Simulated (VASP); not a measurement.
# PbF2 (Fm-3m) in VASP: notebook, part 2 of 2

VASP 6.6.1. Earlier steps stand in the parts before.

## Step 3: Single point, r2SCAN

Input file POSCAR:

```
PbF2
1.0
    2.9605993906      2.9605993906      0.0000000000
   -2.9605993906      2.9605993906      0.0000000000
    0.0000000000      2.9605993906      2.9605993906
Pb F
1 2
Direct
    0.0000000000      0.0000000000      0.0000000000
    0.2500000000      0.7500000000      0.5000000000
    0.7500000000      0.2500000000      0.5000000000
```

Input file INCAR.step1:

```
SYSTEM = PbF2
PREC = Accurate ; ENCUT = 520
ISMEAR = -1 ; SIGMA = 0.1
LREAL = .FALSE. ; LASPH = .TRUE.
NELM = 60 ; NBANDS = 21
GGA = PE ; ALGO = Normal
EDIFF = 1E-4 ; LWAVE = .TRUE.
LCHARG = .FALSE.
```

Input file INCAR.step2:

```
SYSTEM = PbF2
PREC = Accurate ; ENCUT = 520
EDIFF = 1E-7 ; ISMEAR = -1
SIGMA = 0.1 ; LREAL = .FALSE.
LASPH = .TRUE. ; NELM = 60
ALGO = Normal ; ISIF = 2
LWAVE = .FALSE. ; LCHARG = .TRUE.
METAGGA = R2SCAN ; LMIXTAU = .TRUE.
LELF = .TRUE. ; LVHAR = .TRUE.
NBANDS = 21 ; ISTART = 1
```

Input file KPOINTS:

```
regular mesh
0
G
  12 12 12
  0 0 0
```

Potentials or basis: VASP PAW PBE potentials, release 64 (Pb_d, F).

The run is started by

```bash
$ cat potpaw_PBE.64/Pb_d/POTCAR potpaw_PBE.64/F/POTCAR > POTCAR
$ cp INCAR.step1 INCAR
$ mpirun -np 1 vasp_std > vasp.out
$ cp INCAR.step2 INCAR
$ mpirun -np 1 vasp_std > vasp.out
```

OUTCAR:

```text
SYSTEM = PbF2
   PREC = Accurate
   ENCUT = 520
   EDIFF = 1E-7
   ISMEAR = -1
   LREAL = .FALSE.
   LASPH = .TRUE.
   NELM = 60
   ISIF = 2
   METAGGA = R2SCAN
   ISTART = 1

 ion  position               nearest neighbor table
   1  0.000  0.000  0.000-   3 2.56   2 2.56   3 2.56   2 2.56   2 2.56   3 2.56   2 2.56   3 2.56

   2  0.250  0.750  0.500-   1 2.56   1 2.56   1 2.56   1 2.56
   3  0.750  0.250  0.500-   1 2.56   1 2.56   1 2.56   1 2.56

  LATTYP: Found a face centered cubic cell.
 ALAT       =     5.9211987812

  Lattice vectors:

 A1 = (   0.0000000000,   2.9605993906,   2.9605993906)
 A2 = (   2.9605993906,   0.0000000000,   2.9605993906)
 A3 = (   2.9605993906,   2.9605993906,   0.0000000000)

Analysis of symmetry for initial positions (statically):
=====================================================================
 Subroutine PRICEL returns:
 Original cell was already a primitive cell.

 Routine SETGRP: Setting up the symmetry group for a
 face centered cubic supercell.

 Subroutine GETGRP returns: Found 48 space group operations
 (whereof 48 operations were pure point group operations)
[... 162 lines left out ...]

  energy without entropy =      -70.16175758  energy(sigma->0) =      -70.16175758

 E-fermi :   3.8060     XC(G=0): -10.0266

 val. band max:        1.5488172701   @ k =   0.5000   0.5000   0.2500
 cond. band min:       6.4799397176   @ k =   0.5000   0.5000   0.0000
 fundamental gap:      4.9311224475
 Fermi energy:         3.8059730793

 k-point     1 :       0.0000    0.0000    0.0000
  band No.  band energies     occupation
      1     -20.8643      2.00000
      2     -20.2693      2.00000
      3     -13.3219      2.00000
      4     -13.3219      2.00000
      5     -13.3219      2.00000
      6     -13.2706      2.00000
[... 565 lines left out ...]
     20      17.6210      0.00000
     21      18.0558      0.00000

 [... further k-points ...]

------------------------ aborting loop because EDIFF is reached ----------------------------------------

  FORCE on cell =-STRESS in cart. coord.  units (eV):
  Direction    XX          YY          ZZ          XY          YZ          ZX
  --------------------------------------------------------------------------------------
  -------------------------------------------------------------------------------------
  Total       -0.0267452     -0.0267452     -0.0267452     -0.0000000     -0.0000000     -0.0000000
  in kB       -0.8256323     -0.8256323     -0.8256323     -0.0000000     -0.0000000     -0.0000000
  external PRESSURE =      -0.8256323 kB  Pullay stress =       0.0000000 kB

 VOLUME and BASIS-vectors are now :
 -----------------------------------------------------------------------------
  energy-cutoff  :      520.00
  volume of cell :       51.90
      direct lattice vectors                 reciprocal lattice vectors
     2.960599391  2.960599391  0.000000000     0.168884720  0.168884720 -0.168884720
    -2.960599391  2.960599391  0.000000000    -0.168884720  0.168884720 -0.168884720
     0.000000000  2.960599391  2.960599391     0.000000000  0.000000000  0.337769441

 POSITION                                       TOTAL-FORCE (eV/Angst)
 -----------------------------------------------------------------------------------
      0.00000      0.00000      0.00000         0.000000      0.000000      0.000000
     -1.48030      4.44090      1.48030        -0.000000      0.000000      0.000000
      1.48030      4.44090      1.48030         0.000000     -0.000000     -0.000000
 -----------------------------------------------------------------------------------
    total drift:                               -0.000000     -0.000000     -0.000000

  FREE ENERGIE OF THE ION-ELECTRON SYSTEM (eV)
  ---------------------------------------------------
  free  energy   TOTEN  =       -70.1617575819 eV

  energy  without entropy=      -70.1617575817  energy(sigma->0) =      -70.16175758
```

OUTCAR.step1:

```text
SYSTEM = PbF2
   PREC = Accurate
   ENCUT = 520
   ISMEAR = -1
   LREAL = .FALSE.
   LASPH = .TRUE.
   NELM = 60
[... 799 lines left out ...]
      0.00000      0.00000      0.00000        -0.000000      0.000000      0.000000
     -1.48030      4.44090      1.48030         0.000000      0.000000     -0.000000
      1.48030      4.44090      1.48030        -0.000000     -0.000000      0.000000
 -----------------------------------------------------------------------------------
    total drift:                               -0.000000     -0.000000     -0.000000

  FREE ENERGIE OF THE ION-ELECTRON SYSTEM (eV)
  ---------------------------------------------------
  free  energy   TOTEN  =       -14.3311067578 eV

  energy  without entropy=      -14.3311067576  energy(sigma->0) =      -14.33110676
```

OSZICAR.step1:

```text
N       E                     dE             d eps       ncg     rms          rms(c)
DAV:   1     0.302966942860E+03    0.30297E+03   -0.14670E+04  3042   0.152E+03
DAV:   2     0.112193717430E+02   -0.29175E+03   -0.27424E+03  3262   0.431E+02
DAV:   3    -0.154858035536E+02   -0.26705E+02   -0.26413E+02  3527   0.139E+02
DAV:   4    -0.162338909436E+02   -0.74809E+00   -0.74747E+00  3503   0.245E+01
DAV:   5    -0.162595316771E+02   -0.25641E-01   -0.25638E-01  3843   0.474E+00    0.800E+00
DAV:   6    -0.143352828482E+02    0.19242E+01   -0.86853E+00  4043   0.232E+01    0.264E+00
DAV:   7    -0.143356655551E+02   -0.38271E-03   -0.45589E-01  3307   0.408E+00    0.156E+00
DAV:   8    -0.143335125853E+02    0.21530E-02   -0.10260E-01  3224   0.353E+00    0.554E-01
DAV:   9    -0.143299694566E+02    0.35431E-02   -0.19966E-02  4042   0.107E+00    0.103E-01
DAV:  10    -0.143311188112E+02   -0.11494E-02   -0.15395E-03  3129   0.325E-01    0.330E-02
DAV:  11    -0.143311067578E+02    0.12053E-04   -0.12188E-04  2870   0.947E-02
   1 F= -.14331107E+02 E0= -.14331107E+02  d E =-.173506E-09
```

Run time: 95 s. Hardware: 1 thread of Intel Xeon 6975P-C (Granite Rapids), shared host; peak memory 0.22 GiB.

What came out:

- Free energy: -70.1618 eV
- Pressure: -0.1 GPa
- Band gap on the k mesh: 4.93 eV (least direct gap 5.08 eV)

Caveat: the PAW data sets were made with another functional, which shifts forces and pressure a little; spin-orbit coupling is left out, which moves the levels of the heavy elements.

## Step 4: Relaxation of cell and atoms, r2SCAN

This run uses another cell than the first one, of 17.35 Å³/atom.

Input file POSCAR:

```
PbF2
1.0
    2.9636600000      2.9636600000      0.0000000000
   -2.9636600000      2.9636600000      0.0000000000
    0.0000000000      2.9636600000      2.9636600000
Pb F
1 2
Direct
    0.0000000000      0.0000000000      0.0000000000
    0.2500000000      0.7500000000      0.5000000000
    0.7500000000      0.2500000000      0.5000000000
```

Input file INCAR.step1:

```
  PREC = Accurate
  ENCUT = 600
  ISMEAR = -1
  SIGMA = 0.1
  LREAL = F
  LASPH = T
  NELM = 60
  GGA = PE
  ALGO = Normal
  EDIFF = 1E-4
  LWAVE = T
  LCHARG = F
```

Input file INCAR.step2:

```
  PREC = Accurate
  ENCUT = 600
  EDIFF = 1E-7
  ISMEAR = -1
  SIGMA = 0.1
  LREAL = F
  LASPH = T
  NELM = 60
  ALGO = Normal
  ISIF = 3
  LWAVE = F
  LCHARG = F
  METAGGA = R2SCAN
  LMIXTAU = T
  IBRION = 2
  NSW = 100
  EDIFFG = -0.002
  ISTART = 1
```

Input file KPOINTS:

```
regular mesh
0
Gamma
  12 12 12
```

The run is started by

```bash
$ cat potpaw_PBE.64/Pb_d/POTCAR potpaw_PBE.64/F/POTCAR > POTCAR
$ cp INCAR.step1 INCAR
$ mpirun -np 1 vasp_std > vasp.out
$ cp INCAR.step2 INCAR
$ mpirun -np 1 vasp_std > vasp.out
```

Wall time 5.5 min (1 thread of Intel Xeon 6975P-C (Granite Rapids), shared host); peak memory 0.27 GiB.

It converged, with:

```yaml
Free_energy: -70.1671 eV
Relaxed_volume: 17.27 Å³/atom
Relaxed_cell: a = 4.184 Å, b = 4.184 Å, c = 4.184 Å, α = 60.00°, β = 60.00°, γ = 90.00°
Space_group_after_relaxing_to_0.1_Å: Fm-3m (No. 225)
Energy_gained_by_relaxing: 0.1 meV/atom
Ionic_steps: 3
Pressure_after_relaxing: 0.0 GPa
Band_gap_on_the_k_mesh: 4.93 eV (least direct gap 5.08 eV)
```

The path:
| step | energy change (eV) | largest force (eV/Å) | pressure (GPa) | volume (Å³) |
| --- | --- | --- | --- | --- |
| 1 | 0.0000 | 0.0000 | -0.37 | 52.06 |
| 2 | -0.0003 | 0.0000 | 0.08 | 51.76 |
| 3 | -0.0003 | 0.0000 | 0.00 | 51.81 |

Final structure:
```yaml
crystal:
  lattice:
    - [2.95887, 2.95887, 0.00000]
    - [-2.95887, 2.95887, 0.00000]
    - [0.00000, 2.95887, 2.95887]
  atoms:
    - { symbol: Pb, position: [0.00000, 0.00000, 0.00000] }
    - { symbol: F, position: [0.25000, 0.75000, 0.50000] }
    - { symbol: F, position: [0.75000, 0.25000, 0.50000] }
```

Levels at points of the mesh, in eV from the valence-band top:
```
           k point  band 12  band 13  band 14  band 15  band 16  band 17
(0.00, 0.00, 0.00)    -2.17    -2.17    -2.17     7.31     7.31     7.31
(0.50, 0.00, 0.00)    -2.35    -2.35    -0.06     5.38     8.25     8.25
(0.50, 0.50, 0.00)    -1.76    -1.76    -0.14     4.93     8.47     8.47
```

Caveat: the PAW data sets were made with another functional, which shifts forces and pressure a little; spin-orbit coupling is left out, which moves the levels of the heavy elements.

## Step 5: The runs side by side

```csv
task,cell,k mesh,cutoff (eV),smearing,gap on the mesh (eV),pressure (GPa)
single point,"a = 4.187 Å, angles 60.0, 60.0, 90.0°, 3 atoms",8 × 8 × 8,520,gaussian 0.01 eV,4.93,-0.1
single point,"a = 4.187 Å, angles 60.0, 60.0, 90.0°, 3 atoms",12 × 12 × 12,520,fermi-dirac 0.1 eV,4.93,-0.1
relaxation of cell and atoms,"relaxed from a = 4.191 Å, angles 60.0, 60.0, 90.0°, 3 atoms",12 × 12 × 12,600,fermi-dirac 0.1 eV,4.93,0.0
```

Alike in all rows: level r2SCAN; potentials or basis VASP PAW PBE potentials, release 64 (Pb_d, F); no spin polarisation.

Caveats: the PAW data sets were made with another functional, which shifts forces and pressure a little; spin-orbit coupling is left out, which moves the levels of the heavy elements.

Absolute energies hang on the potentials; compare differences alone.
